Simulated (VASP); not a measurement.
# KF (Carobbiite) (Fm-3m) in VASP: further runs, part 2 of 2

VASP 6.6.1. The steps go on from the part before.

**4. Single point, PBEsol**

This run uses another cell than the first one, of 18.69 Å³/atom, 1.021 times its volume.

File INCAR:

```
SYSTEM = KF
  PREC = Accurate
  ENCUT = 520
  EDIFF = 1E-6
  ISMEAR = -1
  SIGMA = 0.05
  LREAL = .False.
  LASPH = .True.
  NELM = 80
  ALGO = Normal
  ISIF = 2
  LWAVE = .False.
  LCHARG = .False.
  GGA = PS
  NBANDS = 15
```

File KPOINTS:

```
Automatic mesh
0
Gamma
  9 9 9
  0 0 0
```

File POSCAR:

```
KF
1.0
    0.0000000000      2.6539175805      2.6539175805
    2.6539175805      0.0000000000      2.6539175805
    2.6539175805      2.6539175805      0.0000000000
K F
1 1
Direct
    0.0000000000      0.0000000000      0.0000000000
    0.5000000000      0.5000000000      0.5000000000
```

Potentials or basis: VASP PAW PBE potentials, release 64 (K_sv, F).

On the command line:

```
$ cat potpaw_PBE.64/K_sv/POTCAR potpaw_PBE.64/F/POTCAR > POTCAR
$ mpirun -np 1 vasp_std > vasp.out
```

OUTCAR:

```text
SYSTEM = KF
   PREC = Accurate
   ENCUT = 520
   EDIFF = 1E-6
   ISMEAR = -1
   LREAL = .False.
   LASPH = .True.
   NELM = 80
   ISIF = 2
   GGA = PS

 ion  position               nearest neighbor table
   1  0.000  0.000  0.000-   2 2.65   2 2.65   2 2.65   2 2.65   2 2.65   2 2.65
   2  0.500  0.500  0.500-   1 2.65   1 2.65   1 2.65   1 2.65   1 2.65   1 2.65

  LATTYP: Found a face centered cubic cell.
 ALAT       =     5.3078351610

  Lattice vectors:

 A1 = (   0.0000000000,   2.6539175805,   2.6539175805)
 A2 = (   2.6539175805,   0.0000000000,   2.6539175805)
 A3 = (   2.6539175805,   2.6539175805,   0.0000000000)

Analysis of symmetry for initial positions (statically):
=====================================================================
 Subroutine PRICEL returns:
 Original cell was already a primitive cell.

 Routine SETGRP: Setting up the symmetry group for a
 face centered cubic supercell.

 Subroutine GETGRP returns: Found 48 space group operations
[... 9 lines left out ...]

 Routine SETGRP: Setting up the symmetry group for a
 face centered cubic supercell.

 Subroutine GETGRP returns: Found 48 space group operations
[... 11 lines left out ...]
                                     Primitive cell

  volume of cell :      37.3846

  direct lattice vectors                    reciprocal lattice vectors
     0.000000000  2.653917580  2.653917580    -0.188400726  0.188400726  0.188400726
     2.653917580  0.000000000  2.653917580     0.188400726 -0.188400726  0.188400726
     2.653917580  2.653917580  0.000000000     0.188400726  0.188400726 -0.188400726

  length of vectors
     3.753206236  3.753206236  3.753206236     0.326319630  0.326319630  0.326319630

  position of ions in fractional coordinates (direct lattice)
     0.000000000  0.000000000  0.000000000
     0.500000000  0.500000000  0.500000000

  ion indices of the primitive-cell ions
   primitive index   ion index
                 1           1
                 2           2

[... 91 lines left out ...]
     AMIX_MAG =   1.60;   BMIX_MAG =  1.00
  volume/ion in A,a.u.               =      18.69       126.14
  Fermi-wavevector in a.u.,A,eV,Ry     =   1.233722  2.331397 20.709027  1.522071
  Thomas-Fermi vector in A             =   2.368441
   LORBIT       =      0    0 simple, 1 ext, 2 COOP (PROOUT), +10 PAW based schemes
   GGA     = PS    functional components
   LHFCALC =     F    Hartree Fock is set to
   AEXX    =    0.0000 exact exchange contribution
   IVDW    =     0    specifies the selected vdW correction
   LEPSILON=     F    determine dielectric tensor
   LRPA    =     F    only Hartree local field effects (RPA)
 non-spin polarized calculation
  energy-cutoff  :      520.00
  volume of cell :       37.38
 maximum number of plane-waves:      1018
   NGX = 13   NGY = 13   NGZ = 13

 number of electron      16.0000012 magnetization

 Free energy of the ion-electron system (eV)
  ---------------------------------------------------
  ext. energy  EPLUGINS =         0.00000000
  ---------------------------------------------------
  free energy    TOTEN  =        -8.52006684 eV

  energy without entropy =       -8.52006684  energy(sigma->0) =       -8.52006684

 E-fermi :  -1.6877     XC(G=0):  -8.7069

 val. band max:       -2.8548427295   @ k =   0.0000   0.0000   0.0000
 cond. band min:       3.2761300582   @ k =   0.0000   0.0000   0.0000
 fundamental gap:      6.1309727877
 Fermi energy:        -1.6876930036

 k-point     1 :       0.0000    0.0000    0.0000
  band No.  band energies     occupation
      1     -28.7639      2.00000
      2     -21.3938      2.00000
      3     -12.0598      2.00000
      4     -12.0598      2.00000
      5     -12.0598      2.00000
      6      -2.8548      2.00000
      7      -2.8548      2.00000
      8      -2.8548      2.00000
      9       3.2761      0.00000
     10       7.8330      0.00000
     11       7.8330      0.00000
     12       7.8330      0.00000
     13       9.5357      0.00000
     14       9.5357      0.00000
[... 401 lines left out ...]
      2     -21.4197      2.00000
      3     -12.6407      2.00000
      4     -12.2847      2.00000
      5     -12.2847      2.00000
      6      -3.0953      2.00000
      7      -2.9074      2.00000
      8      -2.9074      2.00000
      9       5.3070      0.00000
     10       7.2720      0.00000
     11       9.0636      0.00000
     12      10.8049      0.00000
     13      11.3491      0.00000
     14      11.3491      0.00000
     15      13.4483      0.00000

 [... further k-points ...]
[... 5 lines left out ...]
  --------------------------------------------------------------------------------------
  -------------------------------------------------------------------------------------
  Total        0.0078313      0.0078313      0.0078313     -0.0000000     -0.0000000      0.0000000
  in kB        0.3356252      0.3356252      0.3356252     -0.0000000     -0.0000000      0.0000000
  external PRESSURE =       0.3356252 kB  Pullay stress =       0.0000000 kB

 VOLUME and BASIS-vectors are now :
 -----------------------------------------------------------------------------
  energy-cutoff  :      520.00
  volume of cell :       37.38
      direct lattice vectors                 reciprocal lattice vectors
     0.000000000  2.653917580  2.653917580    -0.188400726  0.188400726  0.188400726
     2.653917580  0.000000000  2.653917580     0.188400726 -0.188400726  0.188400726
     2.653917580  2.653917580  0.000000000     0.188400726  0.188400726 -0.188400726

 POSITION                                       TOTAL-FORCE (eV/Angst)
 -----------------------------------------------------------------------------------
      0.00000      0.00000      0.00000         0.000000     -0.000000     -0.000000
      2.65392      2.65392      2.65392        -0.000000      0.000000      0.000000
 -----------------------------------------------------------------------------------
    total drift:                                0.000000      0.000000      0.000000

  FREE ENERGIE OF THE ION-ELECTRON SYSTEM (eV)
  ---------------------------------------------------
  free  energy   TOTEN  =        -8.5200668380 eV

  energy  without entropy=       -8.5200668380  energy(sigma->0) =       -8.52006684
```

It took 11 s on 1 thread of Intel Xeon Platinum 8488C (Sapphire Rapids), shared host; peak memory 0.16 GiB.

What came out:

```yaml
Free_energy: -8.5201 eV
Pressure: 0.0 GPa
Band_gap_on_the_k_mesh: 6.13 eV, direct
```

Levels at points of the mesh, in eV from the valence-band top:
| k point | band 4 | band 5 | band 6 | band 7 | band 8 | band 9 | band 10 | band 11 | band 12 | band 13 |
| --- | --- | --- | --- | --- | --- | --- | --- | --- | --- | --- |
| (0.00, 0.00, 0.00) | -9.20 | -9.20 | 0.00 | 0.00 | 0.00 | 6.13 | 10.69 | 10.69 | 10.69 | 12.39 |

Caveat: the PAW data sets were made with another functional, which shifts forces and pressure a little. A k mesh can miss the band edges.
